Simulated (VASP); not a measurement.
# SiB3W (Pm-3m) in VASP: notebook

The runs below take SiB3W through single point, relaxation of cell and atoms, with PBE.

Program: VASP 6.6.1. These are calculated values, not measurements. Logs are shortened: lines on timing, memory, paths and dates and some standing lists are left out, and cuts for length are marked.

## (1) The cell of the first run

It takes space group Pm-3m (No. 221, cubic). The conventional cell has a = 3.831 Å, b = 3.831 Å, c = 3.831 Å, α = 90.00°, β = 90.00°, γ = 90.00°. Within 2.5 Å of Si (site symmetry m-3m) lie 6 B at 1.92 Å. B (site symmetry 4/mmm) has 2 Si at 1.92 Å within 2.5 Å. W (site symmetry m-3m) has 12 B at 2.71 Å and 8 Si at 3.32 Å within 3.6 Å.

## (2) Single point, PBE

INCAR reads:

```
SYSTEM = SiB3W
PREC = Accurate
ENCUT = 500
EDIFF = 1E-6
ISMEAR = 0
SIGMA = 0.1
LREAL = .False.
LASPH = .True.
NELM = 120
ALGO = Normal
ISIF = 2
LWAVE = .False.
LCHARG = .False.
GGA = PE
NBANDS = 22
GGA_COMPAT = .False.
```

KPOINTS reads:

```
regular mesh
0
Gamma
  10 10 10
  0 0 0
```

POSCAR reads:

```
SiB3W
1.0
    3.8310887729      0.0000000000      0.0000000000
    0.0000000000      3.8310887729      0.0000000000
    0.0000000000      0.0000000000      3.8310887729
Si B W
1 3 1
Direct
    0.5000000000      0.5000000000      0.5000000000
    0.0000000000      0.5000000000      0.5000000000
    0.5000000000      0.0000000000      0.5000000000
    0.5000000000      0.5000000000      0.0000000000
    0.0000000000      0.0000000000      0.0000000000
```

Potentials or basis: VASP PAW PBE potentials, release 64 (Si, B, W_sv).

Command:

```sh
$ cat potpaw_PBE.64/Si/POTCAR potpaw_PBE.64/B/POTCAR potpaw_PBE.64/W_sv/POTCAR > POTCAR
$ mpirun -np 1 vasp_std > vasp.out
```

OUTCAR:

```text
SYSTEM = SiB3W
   PREC = Accurate
   ENCUT = 500
   EDIFF = 1E-6
   ISMEAR = 0
   LREAL = .False.
   LASPH = .True.
   NELM = 120
   ISIF = 2
   GGA = PE

 ion  position               nearest neighbor table
   1  0.500  0.500  0.500-   2 1.92   3 1.92   4 1.92   4 1.92   3 1.92   2 1.92   5 3.32   5 3.32
                             5 3.32   5 3.32   5 3.32   5 3.32   5 3.32   5 3.32
   2  0.000  0.500  0.500-   1 1.92   1 1.92   5 2.71   5 2.71   5 2.71   5 2.71
   3  0.500  0.000  0.500-   1 1.92   1 1.92   5 2.71   5 2.71   5 2.71   5 2.71
   4  0.500  0.500  0.000-   1 1.92   1 1.92   5 2.71   5 2.71   5 2.71   5 2.71
   5  0.000  0.000  0.000-   2 2.71   3 2.71   4 2.71   2 2.71   3 2.71   2 2.71   4 2.71   2 2.71
                             3 2.71   4 2.71   3 2.71   4 2.71   1 3.32   1 3.32   1 3.32   1 3.32

  LATTYP: Found a simple cubic cell.
 ALAT       =     3.8310887729

  Lattice vectors:

 A1 = (   3.8310887729,   0.0000000000,   0.0000000000)
 A2 = (   0.0000000000,   3.8310887729,   0.0000000000)
 A3 = (   0.0000000000,   0.0000000000,   3.8310887729)

Analysis of symmetry for initial positions (statically):
=====================================================================
 Subroutine PRICEL returns:
 Original cell was already a primitive cell.

 Routine SETGRP: Setting up the symmetry group for a
 simple cubic supercell.

 Subroutine GETGRP returns: Found 48 space group operations
 (whereof 48 operations were pure point group operations)
 out of a pool of 48 trial point group operations.

The static configuration has the point symmetry O_h .

Analysis of symmetry for dynamics (positions and initial velocities):
=====================================================================
 Subroutine PRICEL returns:
 Original cell was already a primitive cell.

 Routine SETGRP: Setting up the symmetry group for a
 simple cubic supercell.

 Subroutine GETGRP returns: Found 48 space group operations
 (whereof 48 operations were pure point group operations)
 out of a pool of 48 trial point group operations.

The dynamic configuration has the point symmetry O_h .

 Subroutine INISYM returns: Found 48 space group operations
 (whereof 48 operations are pure point group operations),
 and found     1 'primitive' translations

----------------------------------------------------------------------------------------

                                     Primitive cell

  volume of cell :      56.2298

  direct lattice vectors                    reciprocal lattice vectors
     3.831088773  0.000000000  0.000000000     0.261022404  0.000000000  0.000000000
     0.000000000  3.831088773  0.000000000     0.000000000  0.261022404  0.000000000
     0.000000000  0.000000000  3.831088773     0.000000000  0.000000000  0.261022404

  length of vectors
     3.831088773  3.831088773  3.831088773     0.261022404  0.261022404  0.261022404

  position of ions in fractional coordinates (direct lattice)
     0.500000000  0.500000000  0.500000000
     0.000000000  0.500000000  0.500000000
     0.500000000  0.000000000  0.500000000
     0.500000000  0.500000000  0.000000000
     0.000000000  0.000000000  0.000000000

  ion indices of the primitive-cell ions
   primitive index   ion index
                 1           1
                 2           2
                 3           3
                 4           4
                 5           5

----------------------------------------------------------------------------------------

 KPOINTS: regular mesh

Automatic generation of k-mesh.
 Grid dimensions read from file:
 generate k-points for:   10   10   10

 Generating k-lattice:

  Cartesian coordinates                     Fractional coordinates (reciprocal lattice)
     0.026102240  0.000000000  0.000000000     0.100000000  0.000000000  0.000000000
     0.000000000  0.026102240  0.000000000     0.000000000  0.100000000  0.000000000
     0.000000000  0.000000000  0.026102240     0.000000000  0.000000000  0.100000000

  Length of vectors
     0.026102240  0.026102240  0.026102240

  Shift w.r.t. Gamma in fractional coordinates (k-lattice)
     0.000000000  0.000000000  0.000000000

 Subroutine IBZKPT returns following result:
 ===========================================

 Found     56 irreducible k-points:

 Following reciprocal coordinates:
            Coordinates               Weight
  0.000000  0.000000  0.000000      1.000000
  0.100000  0.000000  0.000000      6.000000
  0.200000  0.000000  0.000000      6.000000
  0.300000  0.000000  0.000000      6.000000
  0.400000  0.000000  0.000000      6.000000
  0.500000  0.000000  0.000000      3.000000
[... 16 lines left out ...]
  0.200000  0.100000  0.100000     24.000000
  0.300000  0.100000  0.100000     24.000000
 [... further k-points ...]
   k-points           NKPTS =     56   k-points in BZ     NKDIM =     56   number of bands    NBANDS=     22
   number of dos      NEDOS =    301   number of ions     NIONS =      5
   total plane-waves  NPLWV =  21952
   dimension x,y,z NGX =    28 NGY =   28 NGZ =   28
   dimension x,y,z NGXF=    56 NGYF=   56 NGZF=   56
   ions per type =               1   3   1
   NGX,Y,Z   is equivalent  to a cutoff of  12.15, 12.15, 12.15 a.u.
   NGXF,Y,Z  is equivalent  to a cutoff of  24.30, 24.30, 24.30 a.u.
 SYSTEM =  SiB3W
   PREC   = accura    normal or accurate (medium, high low for compatibility)
   ISTART =      0    job   : 0-new  1-cont  2-samecut
   ICHARG =      2    charge: 1-file 2-atom 10-const
   ISPIN  =      1    spin polarized calculation?
   LNONCOLLINEAR =      F non collinear calculations
   LSORBIT =      F    spin-orbit coupling
   LASPH  =      T    aspherical Exc in radial PAW
   ENCUT  =  500.0 eV  36.75 Ry    6.06 a.u.   6.98  6.98  6.98*2*pi/ulx,y,z
   NELM   =    120;   NELMIN=  2; NELMDL= -5     # of ELM steps
   EDIFF  = 0.1E-05   stopping-criterion for ELM
   LREAL  =      F    real-space projection
   EDIFFG = 0.1E-04   stopping-criterion for IOM
   NSW    =      0    number of steps for IOM
   IBRION =     -1    ionic relax: 0-MD 1-quasi-New 2-CG
   NFREE  =      0    steps in history (QN), initial steepest desc. (CG)
   ISIF   =      2    stress and relaxation
   ISYM   =      2    0-nonsym 1-usesym 2-fastsym
   POTIM  = 0.5000    time-step for ionic-motion
   TEBEG  =    0.0;   TEEND  =   0.0 temperature during run
   PSTRESS=    0.0 pullay stress
   NELECT =      27.0000    total number of electrons
   NUPDOWN=      -1.0000    fix difference up-down
   EMIN   =  10.00;   EMAX   =-10.00  energy-range for DOS
   EFERMI =   0.00;   METHOD = LEGACY
   ISMEAR =     0;   SIGMA  =   0.10  broadening in eV -4-tet -1-fermi 0-gaus
   EFERMI_NEDOS =   21; number of points for ismear=-14 and -15
   IALGO  =     38    algorithm
   IMIX   =      4    mixing-type and parameters
     AMIX     =   0.40;   BMIX     =  1.00
     AMIX_MAG =   1.60;   BMIX_MAG =  1.00
  volume/ion in A,a.u.               =      11.25        75.89
  Fermi-wavevector in a.u.,A,eV,Ry     =   1.281958  2.422550 22.360044  1.643417
  Thomas-Fermi vector in A             =   2.414298
   LORBIT       =      0    0 simple, 1 ext, 2 COOP (PROOUT), +10 PAW based schemes
   GGA     = PE    functional components
   LHFCALC =     F    Hartree Fock is set to
   AEXX    =    0.0000 exact exchange contribution
   IVDW    =     0    specifies the selected vdW correction
   LEPSILON=     F    determine dielectric tensor
   LRPA    =     F    only Hartree local field effects (RPA)
 non-spin polarized calculation
 Gauss-broadening in eV      SIGMA  =   0.10
  energy-cutoff  :      500.00
  volume of cell :       56.23
 maximum number of plane-waves:      1472
 NGX is ok and might be reduce to    28
   NGX = 13   NGY = 13   NGZ = 13

 number of electron      27.0000005 magnetization

 Free energy of the ion-electron system (eV)
  ---------------------------------------------------
  ext. energy  EPLUGINS =         0.00000000
  ---------------------------------------------------
  free energy    TOTEN  =       -29.41901572 eV

  energy without entropy =      -29.40150302  energy(sigma->0) =      -29.41025937

 E-fermi :   8.2961     XC(G=0): -11.8546

 val. band max:        8.2942585820   @ k =   0.5000   0.3000   0.2000
 cond. band min:       8.3143778899   @ k =   0.2000   0.1000   0.1000
 fundamental gap:      0.0201193079
 Fermi energy:         8.2960526060

 k-point     1 :       0.0000    0.0000    0.0000
  band No.  band energies     occupation
      1     -66.7010      2.00000
      2     -30.8012      2.00000
      3     -30.8012      2.00000
      4     -30.8012      2.00000
      5      -5.8090      2.00000
      6       2.3023      2.00000
[... 14 lines left out ...]
     21      11.1646      0.00000
     22      11.1646      0.00000

 k-point     2 :       0.1000    0.0000    0.0000
  band No.  band energies     occupation
      1     -66.7009      2.00000
      2     -30.8036      2.00000
      3     -30.8009      2.00000
      4     -30.8009      2.00000
      5      -5.7244      2.00000
      6       1.3699      2.00000
[... 14 lines left out ...]
     21      11.0398      0.00000
     22      11.0834      0.00000

 k-point     3 :       0.2000    0.0000    0.0000
  band No.  band energies     occupation
      1     -66.7009      2.00000
      2     -30.8100      2.00000
      3     -30.8003      2.00000
      4     -30.8003      2.00000
      5      -5.4779      2.00000
      6       0.2018      2.00000
[... 14 lines left out ...]
     21      11.6865      0.00000
     22      12.0926      0.00000

 k-point     4 :       0.3000    0.0000    0.0000
  band No.  band energies     occupation
      1     -66.7008      2.00000
      2     -30.8178      2.00000
      3     -30.7996      2.00000
      4     -30.7996      2.00000
      5      -5.0977      2.00000
      6      -0.8875      2.00000
[... 14 lines left out ...]
     21      12.6757      0.00000
     22      12.9405      0.00000

 k-point     5 :       0.4000    0.0000    0.0000
  band No.  band energies     occupation
      1     -66.7007      2.00000
      2     -30.8241      2.00000
      3     -30.7990      2.00000
      4     -30.7990      2.00000
      5      -4.6683      2.00000
      6      -1.7572      2.00000
[... 14 lines left out ...]
     21      13.5580      0.00000
     22      13.5580      0.00000

 k-point     6 :       0.5000    0.0000    0.0000
  band No.  band energies     occupation
      1     -66.7006      2.00000
      2     -30.8266      2.00000
      3     -30.7987      2.00000
      4     -30.7987      2.00000
      5      -4.4394      2.00000
      6      -2.1347      2.00000
[... 14 lines left out ...]
     21      13.9372      0.00000
     22      14.2910      0.00000

 k-point     7 :       0.1000    0.1000    0.0000
  band No.  band energies     occupation
      1     -66.7009      2.00000
      2     -30.8034      2.00000
      3     -30.8033      2.00000
      4     -30.8007      2.00000
      5      -5.6411      2.00000
      6       1.3663      2.00000
[... 324 lines left out ...]
      6      -0.8597      2.00000
[... 14 lines left out ...]
     21      14.5228      0.00000
     22      15.7491      0.00000

 k-point    21 :       0.5000    0.5000    0.0000
  band No.  band energies     occupation
      1     -66.7002      2.00000
      2     -30.8239      2.00000
      3     -30.8239      2.00000
      4     -30.7964      2.00000
      5      -3.7012      2.00000
      6      -0.6082      2.00000
[... 14 lines left out ...]
     21      14.7978      0.00000
     22      16.1624      0.00000

 k-point    22 :       0.1000    0.1000    0.1000
  band No.  band energies     occupation
      1     -66.7009      2.00000
      2     -30.8032      2.00000
      3     -30.8031      2.00000
      4     -30.8031      2.00000
      5      -5.5589      2.00000
      6       1.4038      2.00000
[... 14 lines left out ...]
     21      11.8923      0.00000
     22      11.8923      0.00000

 k-point    23 :       0.2000    0.1000    0.1000
  band No.  band energies     occupation
      1     -66.7008      2.00000
      2     -30.8095      2.00000
      3     -30.8026      2.00000
      4     -30.8025      2.00000
      5      -5.3202      2.00000
      6       0.3239      2.00000
[... 14 lines left out ...]
     21      12.2698      0.00000
     22      12.8011      0.00000

 k-point    24 :       0.3000    0.1000    0.1000
  band No.  band energies     occupation
      1     -66.7006      2.00000
      2     -30.8173      2.00000
      3     -30.8018      2.00000
      4     -30.8017      2.00000
      5      -4.9541      2.00000
      6      -0.7429      2.00000
[... 14 lines left out ...]
     21      12.9873      0.00000
     22      13.5218      0.00000

 [... further k-points ...]
[... 5 lines left out ...]
  --------------------------------------------------------------------------------------
  -------------------------------------------------------------------------------------
  Total       -0.0159869     -0.0159869     -0.0159869     -0.0000000     -0.0000000      0.0000000
  in kB       -0.4555211     -0.4555211     -0.4555211     -0.0000000     -0.0000000      0.0000000
  external PRESSURE =      -0.4555211 kB  Pullay stress =       0.0000000 kB

 VOLUME and BASIS-vectors are now :
 -----------------------------------------------------------------------------
  energy-cutoff  :      500.00
  volume of cell :       56.23
      direct lattice vectors                 reciprocal lattice vectors
     3.831088773  0.000000000  0.000000000     0.261022404  0.000000000  0.000000000
     0.000000000  3.831088773  0.000000000     0.000000000  0.261022404  0.000000000
     0.000000000  0.000000000  3.831088773     0.000000000  0.000000000  0.261022404

 POSITION                                       TOTAL-FORCE (eV/Angst)
 -----------------------------------------------------------------------------------
      1.91554      1.91554      1.91554         0.000000      0.000000      0.000000
      0.00000      1.91554      1.91554         0.000000      0.000000      0.000000
      1.91554      0.00000      1.91554         0.000000      0.000000      0.000000
      1.91554      1.91554      0.00000         0.000000      0.000000      0.000000
      0.00000      0.00000      0.00000         0.000000      0.000000      0.000000
 -----------------------------------------------------------------------------------
    total drift:                               -0.000000     -0.000000     -0.000000

  FREE ENERGIE OF THE ION-ELECTRON SYSTEM (eV)
  ---------------------------------------------------
  free  energy   TOTEN  =       -29.4190157165 eV

  energy  without entropy=      -29.4015030229  energy(sigma->0) =      -29.41025937
```

Wall time 41 s (1 thread of Intel Xeon 6975P-C, shared host); peak memory 0.2 GiB.

Results:

| Quantity | Value |
| --- | --- |
| Free energy | -29.4190 eV |
| Pressure | 0.0 GPa |

Levels at points of the mesh, in eV from the Fermi level:
```tsv
k point	band 10	band 11	band 12	band 13	band 14	band 15	band 16	band 17	band 18	band 19
(0.00, 0.00, 0.00)	-5.52	-1.06	-0.56	-0.56	-0.56	0.98	0.98	2.04	2.04	2.04
(0.50, 0.00, 0.00)	-3.52	-1.71	-0.82	-0.82	-0.36	-0.33	-0.33	-0.30	0.93	5.40
(0.50, 0.50, 0.00)	-3.18	-3.18	-3.07	0.19	0.29	1.01	1.01	1.67	1.74	4.70
(0.50, 0.50, 0.50)	-4.50	-4.50	0.54	0.61	0.61	1.45	1.45	1.45	1.87	1.87
```

Caveat: spin-orbit coupling is left out, which moves the levels of the heavy elements.

(Continued in part 2 of 2.)
